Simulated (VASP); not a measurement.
## ZnO: single point with r2SCAN

ZnO:

```
Zn O
1.0
     3.50031    0.00000    0.00000
    -1.75015    3.03136    0.00000
     0.00000    0.00000    4.48450
Zn O
2 2
Direct
  0.33333 0.66667 0.00000
  0.66667 0.33333 0.50000
  0.33333 0.66667 0.38210
  0.66667 0.33333 0.88210
```

This cell differs from its parent crystal: ratio of the length along z to the lengths across it x 0.8, volume and fractional coordinates fixed.

```yaml
Program: VASP 6.6.1
Task: single point
Functional: r2SCAN
Potentials_or_basis: VASP PAW PBE potentials, release 64 (Zn, O)
Cutoff: 520 eV
k_mesh: 12 × 12 × 6
Occupations: gaussian, width 0.05 eV
Spin: no spin polarisation
```

| Quantity | Value |
| --- | --- |
| Pressure | 12.2 GPa |
| Largest force | 4.532 eV/Å |
| Band gap on the k mesh | 1.25 eV, direct |

Forces in eV/Å, atoms in the order of the input:
```
Zn   0.000  0.000 -4.532
Zn   0.000  0.000 -4.532
O    0.000  0.000  4.532
O    0.000  0.000  4.532
```

Stress tensor (GPa, compression positive):
```
-10.16   0.00   0.00
  0.00 -10.16   0.00
  0.00   0.00  56.99
```

Levels at points of the mesh, in eV from the valence-band top:
| k point | band 15 | band 16 | band 17 | band 18 | band 19 | band 20 | band 21 | band 22 |
| --- | --- | --- | --- | --- | --- | --- | --- | --- |
| (0.00, 0.00, 0.00) | -1.54 | -0.13 | -0.13 | 0.00 | 1.25 | 5.29 | 11.10 | 11.86 |
| (0.50, 0.00, 0.00) | -3.00 | -2.63 | -1.10 | -0.59 | 5.99 | 6.79 | 7.97 | 9.71 |
| (0.00, 0.00, 0.50) | -0.77 | -0.77 | -0.77 | -0.77 | 4.34 | 4.34 | 12.04 | 12.04 |
| (0.50, 0.00, 0.50) | -1.61 | -1.61 | -0.55 | -0.55 | 6.42 | 6.42 | 8.62 | 8.62 |

Run time: 2.7 min on 1 thread of Intel(R) Xeon(R) 6975P-C (Granite Rapids), on a shared host, peak memory 0.22 GiB.

Caveat: the PAW data sets were made with another functional, which shifts forces and pressure a little. A k mesh can miss the band edges.
